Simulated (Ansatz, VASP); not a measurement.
# AlCo: VASP beside Ansatz

File INCAR:

```
SYSTEM = AlCo
PREC     = Accurate       ! precision mode
ENCUT    = 520            ! plane-wave cutoff, eV
EDIFF    = 1E-6           ! SCF threshold, eV
ISMEAR   = 0              ! smearing method
SIGMA    = 0.15           ! smearing width, eV
LREAL    = .False.        ! projectors in reciprocal space
LASPH    = .True.         ! aspherical terms in the spheres
NELM     = 150            ! most SCF steps
ALGO     = Fast           ! electronic algorithm
ISIF     = 2              ! what is computed and relaxed
LWAVE    = .False.        ! write WAVECAR
LCHARG   = .False.        ! write CHGCAR
ISPIN    = 2              ! spin polarisation
MAGMOM   = -0.01 0.16     ! initial moments
LORBIT   = 11             ! projections on sites
LMAXMIX  = 4              ! l up to which the mixer works
GGA      = PE             ! functional
NBANDS   = 17             ! bands
```

File KPOINTS:

```
regular mesh
0
Gamma
  16 16 16
  0 0 0
```

Contents of POSCAR:

```
AlCo
1.0
    2.9321793384      0.0000000000      0.0000000000
    0.0000000000      2.9321793384      0.0000000000
    0.0000000000      0.0000000000      2.9321793384
Al Co
1 1
Direct
    0.0000000000      0.0000000000      0.0000000000
    0.5000000000      0.5000000000      0.5000000000
```

Input for Ansatz:

```yaml
crystal:
  lattice:
    - [2.9321793384, 0.0, 0.0]
    - [0.0, 2.9321793384, 0.0]
    - [0.0, 0.0, 2.9321793384]
  atoms:
    - { symbol: Al, position: [0.0, 0.0, 0.0], spin: -0.01 }
    - { symbol: Co, position: [0.5, 0.5, 0.5], spin: 0.16 }
basis:
  ecutwfc: 420
kpoints:
  mp_grid: { grid: [16, 16, 16] }
hamiltonian:
  xc: pbe
scf:
  occupations: { method: gaussian, width: 0.15 }
output:
  forces: true
  stress: true
  eigenvalues: true
  populations: true
magnetization:
  spin_polarized: true
```

Change from the starting cell: strain +0.040 along x and y, +0.040 along z, atoms carried along.

Alike in both runs: task single point; functional PBE; k mesh 16 × 16 × 16; occupations gaussian, width 0.15 eV; collinear spin.

|  | VASP | Ansatz |
| --- | --- | --- |
| version | VASP 6.6.1 | Ansatz 0.2.0 |
| potentials or method | VASP PAW PBE potentials, release 64 (Al, Co), cutoff 520 eV | scalar-relativistic, plane waves, PAW |
| valence electrons in the cell | 12 | 20 |

VASP gave:

```
gap on the k mesh at the Fermi level (eV) : none
pressure (GPa)                            : -12.3
net moment per atom (μB)                  : 0.00
```

Task: Estimate Ansatz's values.

Result: gap on the k mesh at the Fermi level (eV): none; pressure (GPa): -12.4; net moment per atom (μB): 0.00.

A gap of «none» marks a metal or a gap that the smearing closes. With one functional, cell and mesh, what is left measures potentials, basis and numerics. VASP's potentials hold 12 valence electrons a cell and Ansatz's 20, so a difference there can come from the potentials and not from the codes. Ansatz's warnings: seeded moment not kept.
